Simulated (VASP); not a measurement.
A run of VASP 6.6.1 is set up as follows.

INCAR

```
PREC     = Accurate       # precision mode
ENCUT    = 520            # plane-wave cutoff, eV
EDIFF    = 1E-7           # SCF threshold, eV
ISMEAR   = 0              # smearing method
SIGMA    = 0.15           # smearing width, eV
LREAL    = F              # projectors in reciprocal space
LASPH    = T              # aspherical terms in the spheres
NELM     = 60             # most SCF steps
ALGO     = Normal         # electronic algorithm
ISIF     = 2              # what is computed and relaxed
LWAVE    = F              # write WAVECAR
LCHARG   = F              # write CHGCAR
GGA      = PS             # functional
IVDW     = 12             # dispersion correction
NBANDS   = 16             # bands
```

Contents of KPOINTS:

```
regular mesh
0
Gamma
  18 18 6
```

The input POSCAR:

```
C
1.0
    2.4580081300     -0.2458008130      0.0000000000
   -1.4418738133      2.2515978898      0.0000000000
    0.0000000000      0.0000000000      6.1194527631
C
4
Direct
    0.0000000000      0.0000000000      0.0025000000
    0.0000000000      0.0000000000      0.5025000000
    0.3333333333      0.6666666667      0.0025000000
    0.6666666667      0.3333333333      0.5025000000
```

Potentials or basis: VASP PAW PBE potentials, release 64 (C).

Run with:

```console
$ cat potpaw_PBE.64/C/POTCAR > POTCAR
$ mpirun -np 1 vasp_std > vasp.out
```

Task: What does it give for the band gap on the k mesh?

Result: 0.06 eV, direct.

Task: Predict the dispersion energy per atom.

Result: -0.112 eV.

Task: What does it give for the largest force?

Result: 3.166 eV/Å.

Stress tensor (GPa, compression positive):
```
 28.29 104.19   0.00
104.19  26.74   0.00
  0.00   0.00   3.91
```

Caveat: the cell differs from its parent crystal (engineering shear strain xy -0.2000, normal strain along z -0.0700); the PAW data sets were made with another functional, which shifts forces and pressure a little. A k mesh can miss the band edges.
